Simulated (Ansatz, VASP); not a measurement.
**One calculation of BN, two programs**

POSCAR

```
BN
1.0
    2.5009753125      0.0000000000      0.0000000000
   -1.2504876563      2.1659081548      0.0000000000
    0.0000000000      0.0000000000      6.8741616654
B N
2 2
Direct
    0.3723555373      0.6952329026      0.2500000000
    0.7056888706      0.3618995693      0.7500000000
    0.3333333333      0.6666666667      0.7500000000
    0.6666666667      0.3333333333      0.2500000000
```

File INCAR.step1:

```
PREC = Accurate
ENCUT = 520
ISMEAR = 0
SIGMA = 0.05
LREAL = F
LASPH = T
NELM = 60
NBANDS = 16
GGA = PE
ALGO = Normal
EDIFF = 1E-4
LWAVE = T
LCHARG = F
```

INCAR.step2

```
PREC = Accurate
ENCUT = 520
EDIFF = 1E-6
ISMEAR = 0
SIGMA = 0.05
LREAL = F
LASPH = T
NELM = 60
ALGO = Normal
ISIF = 2
LWAVE = F
LCHARG = F
METAGGA = R2SCAN
LMIXTAU = T
NBANDS = 16
ISTART = 1
```

KPOINTS

```
Automatic mesh
0
Gamma
  12 12 4
```

Input for Ansatz:

```yaml
crystal:
  lattice:
    - [2.5009753125, 0.0, 0.0]
    - [-1.2504876563, 2.1659081548, 0.0]
    - [0.0, 0.0, 6.8741616654]
  atoms:
    - { symbol: B, position: [0.3723555373, 0.6952329026, 0.25] }
    - { symbol: B, position: [0.7056888706, 0.3618995693, 0.75] }
    - { symbol: "N", position: [0.3333333333, 0.6666666667, 0.75] }
    - { symbol: "N", position: [0.6666666667, 0.3333333333, 0.25] }
basis:
  ecutwfc: 500
kpoints:
  mp_grid: { grid: [12, 12, 4] }
hamiltonian:
  xc: r2scan
scf:
  occupations: { method: gaussian, width: 0.05 }
output:
  forces: true
  stress: true
  eigenvalues: true
```

Change from the starting cell: all B atoms moved +0.087 Å, as atom 1 along Cartesian [1 1 0].

Alike in both runs: task single point; functional r2SCAN; k mesh 12 × 12 × 4; occupations gaussian, width 0.05 eV; no spin polarisation.

|  | VASP | Ansatz |
| --- | --- | --- |
| version | VASP 6.6.1 | Ansatz 0.2.0 |
| potentials or method | VASP PAW PBE potentials, release 64 (B, N), cutoff 520 eV | scalar-relativistic, plane waves, PAW |
| valence electrons in the cell | 16 | 16 |

```csv
,VASP,Ansatz,Ansatz less VASP
gap on the k mesh at the Fermi level (eV),4.78,4.73,-0.043
least direct gap on the mesh (eV),5.18,5.14,-0.041
pressure (GPa),3.2,2.9,-0.33
"traceless stress, the component that is largest in VASP (GPa)",-3.46,-2.84,+0.611
rms of the force components (eV/Å),2.145,2.158,+0.0130
```

VASP's potentials were made for PBE, not for r2SCAN. Atom by atom the forces differ by 0.013 eV/Å (rms over components). With one functional, cell and mesh, what is left measures potentials, basis and numerics.
